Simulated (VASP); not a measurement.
# Bi (R-3m) in VASP: notebook, part 2 of 2

VASP 6.6.1. Earlier steps stand in the parts before.

### 4 Single point, PBE

INCAR

```
SYSTEM = Bi
  PREC = Accurate
  ENCUT = 520
  EDIFF = 1E-6
  ISMEAR = 0
  SIGMA = 0.01
  LREAL = .False.
  LASPH = .True.
  NELM = 80
  ALGO = Normal
  ISIF = 2
  LWAVE = .False.
  LCHARG = .True.
  GGA = PE
  LELF = .True.
  LVHAR = .True.
  NBANDS = 22
```

KPOINTS

```
regular mesh
0
Gamma
  8 8 8
  0 0 0
```

POSCAR

```
Bi
1.0
    2.2924582305      1.3235513765      4.0467531177
   -2.2924582305      1.3235513765      4.0467531177
    0.0000000000     -2.6471027530      4.0467531177
Bi
2
Direct
    0.2337113826      0.2337113826      0.2337113826
    0.7662886174      0.7662886174      0.7662886174
```

Potentials or basis: VASP PAW PBE potentials, release 64 (Bi_d).

Launch:

```console
cat potpaw_PBE.64/Bi_d/POTCAR > POTCAR
mpirun -np 1 vasp_std > vasp.out
```

OUTCAR:

```text
SYSTEM = Bi
   PREC = Accurate
   ENCUT = 520
   EDIFF = 1E-6
   ISMEAR = 0
   LREAL = .False.
   LASPH = .True.
   NELM = 80
   ISIF = 2
   GGA = PE

 ion  position               nearest neighbor table
   1  0.234  0.234  0.234-   2 3.11   2 3.11   2 3.11   2 3.59   2 3.59   2 3.59
   2  0.766  0.766  0.766-   1 3.11   1 3.11   1 3.11   1 3.59   1 3.59   1 3.59

  LATTYP: Found a trigonal (rhomboedric) cell.
 ALAT       =     4.8356347857
 COS(alpha) =     0.5505039576

  Lattice vectors:

 A1 = (   2.2924582305,   1.3235513765,   4.0467531177)
 A2 = (  -2.2924582305,   1.3235513765,   4.0467531177)
 A3 = (   0.0000000000,  -2.6471027530,   4.0467531177)

Analysis of symmetry for initial positions (statically):
=====================================================================
 Subroutine PRICEL returns:
 Original cell was already a primitive cell.

 Routine SETGRP: Setting up the symmetry group for a
 trigonal (rhombohedral) supercell.

 Subroutine GETGRP returns: Found 12 space group operations
 (whereof 12 operations were pure point group operations)
 out of a pool of 12 trial point group operations.

[... 153 lines left out ...]

 Free energy of the ion-electron system (eV)
  ---------------------------------------------------
  ext. energy  EPLUGINS =         0.00000000
  ---------------------------------------------------
  free energy    TOTEN  =        -7.78189928 eV

  energy without entropy =       -7.78180154  energy(sigma->0) =       -7.78185041

 E-fermi :   5.7701     XC(G=0):  -9.3178

 val. band max:        5.7677164793   @ k =  -0.3750   0.5000   0.3750
 cond. band min:       5.9863155378   @ k =   0.3750   0.1250   0.1250
 fundamental gap:      0.2185990585
 Fermi energy:         5.7700791463

 k-point     1 :       0.0000    0.0000    0.0000
  band No.  band energies     occupation
      1     -17.0327      2.00000
      2     -17.0327      2.00000
      3     -16.8998      2.00000
      4     -16.8998      2.00000
      5     -16.8871      2.00000
      6     -16.7403      2.00000
[... 589 lines left out ...]
     21      13.1495      0.00000
     22      14.5744      0.00000

 [... further k-points ...]
[... 5 lines left out ...]
  --------------------------------------------------------------------------------------
  -------------------------------------------------------------------------------------
  Total       -0.0177063     -0.0177063     -0.0328064      0.0000000     -0.0000000      0.0000000
  in kB       -0.3850693     -0.3850693     -0.7134581      0.0000000     -0.0000000      0.0000000
  external PRESSURE =      -0.4945322 kB  Pullay stress =       0.0000000 kB

 VOLUME and BASIS-vectors are now :
 -----------------------------------------------------------------------------
  energy-cutoff  :      520.00
  volume of cell :       73.67
      direct lattice vectors                 reciprocal lattice vectors
     2.292458230  1.323551376  4.046753118     0.218106482  0.125923836  0.082370563
    -2.292458230  1.323551376  4.046753118    -0.218106482  0.125923836  0.082370563
     0.000000000 -2.647102753  4.046753118     0.000000000 -0.251847672  0.082370563

 POSITION                                       TOTAL-FORCE (eV/Angst)
 -----------------------------------------------------------------------------------
      0.00000      0.00000      2.83732         0.000000      0.000000     -0.025775
      0.00000      0.00000      9.30294         0.000000     -0.000000      0.025775
 -----------------------------------------------------------------------------------
    total drift:                               -0.000000      0.000000     -0.000000

  FREE ENERGIE OF THE ION-ELECTRON SYSTEM (eV)
  ---------------------------------------------------
  free  energy   TOTEN  =        -7.7818992836 eV

  energy  without entropy=       -7.7818015380  energy(sigma->0) =       -7.78185041
```

stdout:

```text
POSCAR found type information on POSCAR Bi
 POSCAR found :  1 types and       2 ions
 scaLAPACK will be used
 LDA part: xc-table for (Slater+PW92), standard interpolation
 POSCAR, INCAR and KPOINTS ok, starting setup
 FFT: planning ... GRIDC
 FFT: planning ... GRID_SOFT
 FFT: planning ... GRID
 WAVECAR not read
 entering main loop
```

Wall time 1.8 min (1 thread of Intel Xeon 8259CL, shared host); peak memory 0.25 GiB.

What came out:

```yaml
Free_energy: -7.7819 eV
Pressure: 0.0 GPa
Largest_force: 0.026 eV/Å
Band_gap_on_the_k_mesh: zero (bands 15 and 16 overlap by 0.15 eV)
```

Forces on the atoms (eV/Å):
```
Bi   0.000  0.000 -0.026
Bi   0.000  0.000  0.026
```

Caveat: spin-orbit coupling is left out, which moves the levels of the heavy elements.

### 5 Single point, PBE

INCAR

```
PREC     = Accurate       # precision mode
ENCUT    = 520            # plane-wave cutoff, eV
EDIFF    = 1E-6           # SCF threshold, eV
ISMEAR   = 0              # smearing method
SIGMA    = 0.03           # smearing width, eV
LREAL    = F              # projectors in reciprocal space
LASPH    = T              # aspherical terms in the spheres
NELM     = 80             # most SCF steps
ALGO     = Normal         # electronic algorithm
ISIF     = 2              # what is computed and relaxed
LWAVE    = F              # write WAVECAR
LCHARG   = F              # write CHGCAR
GGA      = PE             # functional
NBANDS   = 22             # bands
```

KPOINTS

```
regular mesh
0
Gamma
  8 8 8
```

POSCAR is that of step 4.

Potentials or basis: VASP PAW PBE potentials, release 64 (Bi_d).

Launch:

```console
cat potpaw_PBE.64/Bi_d/POTCAR > POTCAR
mpirun -np 1 vasp_std > vasp.out
```

OUTCAR:

```text
PREC = Accurate
   ENCUT = 520
   EDIFF = 1E-6
   ISMEAR = 0
   LREAL = F
   LASPH = T
   NELM = 80
   ISIF = 2
   GGA = PE

 ion  position               nearest neighbor table
   1  0.234  0.234  0.234-   2 3.11   2 3.11   2 3.11   2 3.59   2 3.59   2 3.59
   2  0.766  0.766  0.766-   1 3.11   1 3.11   1 3.11   1 3.59   1 3.59   1 3.59

  LATTYP: Found a trigonal (rhomboedric) cell.
 ALAT       =     4.8356347857
 COS(alpha) =     0.5505039576

  Lattice vectors:

[... 188 lines left out ...]
      2     -17.0325      2.00000
      3     -16.8996      2.00000
      4     -16.8996      2.00000
      5     -16.8870      2.00000
      6     -16.7402      2.00000
[... 589 lines left out ...]
     21      13.1496      0.00000
     22      14.5745      0.00000

 [... further k-points ...]
[... 5 lines left out ...]
  --------------------------------------------------------------------------------------
  -------------------------------------------------------------------------------------
  Total       -0.0178976     -0.0178976     -0.0347425      0.0000000     -0.0000000      0.0000000
  in kB       -0.3892287     -0.3892287     -0.7555646      0.0000000     -0.0000000      0.0000000
  external PRESSURE =      -0.5113406 kB  Pullay stress =       0.0000000 kB

 VOLUME and BASIS-vectors are now :
 -----------------------------------------------------------------------------
  energy-cutoff  :      520.00
  volume of cell :       73.67
      direct lattice vectors                 reciprocal lattice vectors
     2.292458230  1.323551376  4.046753118     0.218106482  0.125923836  0.082370563
    -2.292458230  1.323551376  4.046753118    -0.218106482  0.125923836  0.082370563
     0.000000000 -2.647102753  4.046753118     0.000000000 -0.251847672  0.082370563

 POSITION                                       TOTAL-FORCE (eV/Angst)
 -----------------------------------------------------------------------------------
      0.00000      0.00000      2.83732         0.000000     -0.000000     -0.025972
      0.00000      0.00000      9.30294         0.000000      0.000000      0.025972
 -----------------------------------------------------------------------------------
    total drift:                               -0.000000      0.000000     -0.000000

  FREE ENERGIE OF THE ION-ELECTRON SYSTEM (eV)
  ---------------------------------------------------
  free  energy   TOTEN  =        -7.7821072978 eV

  energy  without entropy=       -7.7817812744  energy(sigma->0) =       -7.78194429
```

stdout:

```text
POSCAR found type information on POSCAR Bi
 POSCAR found :  1 types and       2 ions
 scaLAPACK will be used
 LDA part: xc-table for (Slater+PW92), standard interpolation
 POSCAR, INCAR and KPOINTS ok, starting setup
 FFT: planning ... GRIDC
 FFT: planning ... GRID_SOFT
 FFT: planning ... GRID
 WAVECAR not read
 entering main loop
```

It took 1.9 min on 1 thread of Intel Xeon 8259CL, shared host; peak memory 0.24 GiB.

What came out:

- Free energy: -7.7821 eV
- Pressure: -0.1 GPa
- Largest force: 0.026 eV/Å
- Band gap on the k mesh: zero (bands 15 and 16 overlap by 0.16 eV)

Forces on the atoms (eV/Å):
```
Bi   0.000  0.000 -0.026
Bi   0.000  0.000  0.026
```

Levels at points of the mesh, in eV from the Fermi level:
```tsv
k point	band 12	band 13	band 14	band 15	band 16	band 17	band 18	band 19
(0.00, 0.00, 0.00)	-7.59	-1.42	-1.06	-1.06	2.46	2.90	2.90	5.66
(0.50, 0.00, 0.00)	-10.33	-1.32	-1.09	-0.25	-0.17	0.57	1.12	7.37
(0.50, 0.50, 0.00)	-9.41	-4.38	-2.83	-2.65	2.47	4.73	5.31	6.40
(0.50, 0.50, 0.50)	-9.76	-0.84	-0.49	-0.49	0.79	0.82	0.82	6.88
```

Caveat: spin-orbit coupling is left out, which moves the levels of the heavy elements.

### 6 Overview

| smearing | gap on the mesh (eV) | pressure (GPa) | largest force (eV/Å) |
| --- | --- | --- | --- |
| fermi-dirac 1 eV | none | 4.5 | 0.80 |
| gaussian 0.01 eV | none | 0.0 | 0.03 |
| gaussian 0.03 eV | none | -0.1 | 0.03 |

Alike in all rows: task single point; level PBE; potentials or basis VASP PAW PBE potentials, release 64 (Bi_d); no spin polarisation; cell as given; k mesh 8 × 8 × 8; cutoff (eV) 520.

Caveats: spin-orbit coupling is left out, which moves the levels of the heavy elements; the cell stands under pressure (at least some runs); so wide a smearing shifts energies and pressures (at least some runs).

Total energies depend on the potentials used, so only differences within one code and one set of settings carry meaning.
